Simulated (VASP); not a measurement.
Runs of VASP 6.6.1 on BaTe. The structure is that of space group Fm-3m (No. 225), or close to it. The cells are those of the table. 

```csv
task,cell,gap on the mesh (eV),pressure (GPa)
electric field gradients,"a = 4.724 Å, angles 60.0°, 2 atoms",1.06,(a)
single point,"a = 4.798, b = 4.798, c = 4.774 Å, angles 60.2, 60.2, 59.7°, 2 atoms",1.17,3.3
single point,"a = 4.806 Å, angles 60.0°, 2 atoms",(b),2.8
single point,"a = 4.822 Å, angles 60.0°, 2 atoms",1.24,2.4
single point,"a = 4.790 Å, angles 60.0°, 2 atoms",1.18,3.3
electric field gradients,"a = 4.774, b = 4.774, c = 4.726 Å, angles 60.3, 60.3, 59.3°, 2 atoms",1.09,4.3
single point,"a = 4.757 Å, angles 60.0°, 2 atoms",1.12,4.2
single point,"a = 4.838 Å, angles 60.0°, 2 atoms",1.26,(c)
```

Alike in all rows: level PBEsol; potentials or basis VASP PAW PBE potentials, release 64 (Ba_sv, Te); no spin polarisation; k mesh 10 × 10 × 10; cutoff (eV) 520; smearing fermi-dirac 0.05 eV.

Problem. Fill in the values left out.

Solution. (a) 5.3; (b) 1.21; (c) 2.0.

Caveats: the PAW data sets were made with another functional, which shifts forces and pressure a little; spin-orbit coupling is left out, which moves the levels of the heavy elements; the cell stands under pressure (at least some runs).

A k mesh can miss the band edges, and the runs leave out spin-orbit coupling on Ba, Te.
